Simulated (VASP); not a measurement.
Wanted: the native input for a VASP 6.6.1 run.

```
Task                   : single point
Functional             : PBE
Dispersion             : D3(BJ)
Potentials or basis    : VASP PAW PBE potentials, release 64 (P, In_d)
Cutoff                 : 400 eV
k mesh                 : 9 × 9 × 1
Occupations            : gaussian, width 0.05 eV
Spin                   : no spin polarisation
Dipole correction      : yes
Further INCAR settings : ALGO = Normal; EDIFF = 1e-06; NBANDS = 26; NELMDL = -8
```

The structure of InP lies in POSCAR:

```
InP
1.0
    4.1676117152      0.0000000000      0.0000000000
   -2.0838058576      3.6092576185      0.0000000000
    0.0000000000      0.0000000000     18.2535508951
P In
2 2
Direct
    0.0000000000      0.0000000000      0.3834870289
    0.3333333333      0.6666666667      0.5816652733
    0.3333333333      0.6666666667      0.4300922174
    0.6666666667      0.3333333333      0.6166253526
```

These files were run (other wordings do the same):

INCAR

```
  PREC = Accurate
  ENCUT = 400
  EDIFF = 1E-6
  ISMEAR = 0
  SIGMA = 0.05
  LREAL = F
  LASPH = T
  NELM = 120
  ALGO = Normal
  ISIF = 2
  LWAVE = F
  LCHARG = F
  LDIPOL = T
  IDIPOL = 3
  DIPOL = 0.5 0.5 0.503
  GGA = PE
  IVDW = 12
  NBANDS = 26
  GGA_COMPAT = F
  NELMDL = -8
```

KPOINTS

```
regular mesh
0
Gamma
  9 9 1
```

Potentials or basis: VASP PAW PBE potentials, release 64 (P, In_d).

Run with:

```console
$ cat potpaw_PBE.64/P/POTCAR potpaw_PBE.64/In_d/POTCAR > POTCAR
$ mpirun -np 1 vasp_std > vasp.out
```

Results of the run:

```
Largest force              : 0.606 eV/Å
Band gap on the k mesh     : zero (filled and empty bands touch)
Dispersion energy per atom : -0.205 eV
```

Caveat: spin-orbit coupling is left out, which moves the levels of the heavy elements.

Wall time 3.4 min on 1 thread of AMD EPYC 7R43 64-Core Processor (Zen 3), with other jobs on the host, peak memory 0.27 GiB.
